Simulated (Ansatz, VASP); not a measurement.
Al in VASP and in Ansatz

The input INCAR:

```
ALGO     = Normal         # electronic algorithm
EDIFF    = 1E-6           # SCF threshold, eV
ENCUT    = 520            # plane-wave cutoff, eV
GGA      = PS             # functional
ISIF     = 2              # what is computed and relaxed
ISMEAR   = 0              # smearing method
IVDW     = 12             # dispersion correction
LASPH    = True           # aspherical terms in the spheres
LCHARG   = True           # write CHGCAR
LELF     = True           # ELF
LREAL    = False          # projectors in reciprocal space
LVHAR    = True         
LWAVE    = False          # write WAVECAR
NBANDS   = 10             # bands
NELM     = 60             # most SCF steps
PREC     = Accurate       # precision mode
SIGMA    = 0.15           # smearing width, eV
```

Contents of KPOINTS:

```
k-points
0
Gamma
  18 18 10
```

File POSCAR:

```
Al
1.0
    2.6718325839      0.0000000000      0.0000000000
   -1.3359162919      2.3138748923      0.0000000000
    0.0000000000      0.0000000000      5.1101925000
Al
2
Direct
    0.6666666667      0.3333333333      0.7500000000
    0.3333333333      0.6666666667      0.2500000000
```

Input for Ansatz:

```yaml
crystal:
  lattice:
    - [2.6718325839, 0.0, 0.0]
    - [-1.3359162919, 2.3138748923, 0.0]
    - [0.0, 0.0, 5.1101925]
  atoms:
    - { symbol: Al, position: [0.6666666667, 0.3333333333, 0.75] }
    - { symbol: Al, position: [0.3333333333, 0.6666666667, 0.25] }
basis:
  ecutwfc: 420
kpoints:
  mp_grid: { grid: [18, 18, 10] }
hamiltonian:
  xc: pbesol
  dispersion: d3bj
scf:
  occupations: { method: gaussian, width: 0.15 }
output:
  forces: true
  stress: true
  eigenvalues: true
```

Change from the starting cell: strain -0.050 along x and y, +0.050 along z, atoms carried along.

Alike in both runs: task single point; functional PBEsol; dispersion D3(BJ); k mesh 18 × 18 × 10; occupations gaussian, width 0.15 eV; no spin polarisation.

|  | VASP | Ansatz |
| --- | --- | --- |
| version | VASP 6.6.1 | Ansatz 0.2.0 |
| potentials or method | VASP PAW PBE potentials, release 64 (Al), cutoff 520 eV | scalar-relativistic, plane waves, PAW |
| valence electrons in the cell | 6 | 6 |

Ansatz gave:

| Item | Value |
| --- | --- |
| gap on the k mesh at the Fermi level (eV) | none |
| pressure (GPa) | 2.2 |
| traceless stress, the component that is largest in VASP (GPa) | -9.39 |

**Question.** Which values does VASP return?

**Answer.** gap on the k mesh at the Fermi level (eV): none; pressure (GPa): 2.3; traceless stress, the component that is largest in VASP (GPa): -9.46.

VASP's potentials were made for PBE, not for PBEsol. A gap of «none» marks a metal or a gap that the smearing closes.
